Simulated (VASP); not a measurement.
TiSi2: single point with PBE+U

TiSi2:

```
Ti Si
1.0
    -1.58418    1.63455    4.77837
     1.58418   -1.63455    4.77837
     1.58418    1.63455   -4.77837
Ti Si
1 2
Cartesian
  0.0000 0.0000 0.0000
  0.0000 0.0000 6.6456
  0.0000 0.0000 2.9111
```

| Quantity | Value |
| --- | --- |
| Program | VASP 6.6.1 |
| Task | single point |
| Functional | PBE |
| Potentials or basis | VASP PAW PBE potentials, release 64 (Ti_sv, Si) |
| Cutoff | 520 eV |
| k mesh | 12 × 12 × 12 |
| Occupations | fermi-dirac, width 0.05 eV |
| Spin | no spin polarisation |
| Hubbard terms | Ti d U = 6.0 eV |

```yaml
Pressure: -7.4 GPa
Largest_force: 0.792 eV/Å
Band_gap_on_the_k_mesh: zero (bands 10 and 11 overlap by 2.25 eV)
```

Forces in eV/Å, atoms in the order of the input:
```
Ti   0.000  0.000  0.000
Si   0.000  0.000 -0.792
Si   0.000  0.000  0.792
```

Stress tensor (GPa, compression positive):
```
 -3.46   0.00   0.00
  0.00  -5.06   0.00
  0.00   0.00 -13.79
```

Levels at points of the mesh, in eV from the Fermi level:
```csv
k point,band 8,band 9,band 10,band 11,band 12,band 13
"(0.00, 0.00, 0.00)",-1.19,-1.06,-0.53,2.26,2.27,3.00
"(0.50, 0.00, 0.00)",-3.79,-0.93,1.22,1.87,2.04,2.63
"(0.00, 0.50, 0.00)",-3.65,-0.78,0.86,1.67,2.05,2.62
"(0.50, 0.50, 0.00)",-5.52,-2.63,-1.08,-0.31,0.70,1.86
"(0.50, 0.50, 0.50)",-0.78,-0.68,0.10,1.23,1.50,1.58
```

Eigenvalues of the final occupation matrices:
```csv
site,spin,trace,eigenvalues
site 1 d,1,0.84,0.06 0.13 0.14 0.14 0.36
site 1 d,2,0.84,0.06 0.13 0.14 0.14 0.36
```

It took 13 min on 1 thread of AMD EPYC 7R43 64-Core Processor (Zen 3), on a shared host, peak memory 0.36 GiB.

Caveat: the cell stands under tension; U without spin polarisation on a metal has little footing; the U is typed as a test and isn't derived for this compound.
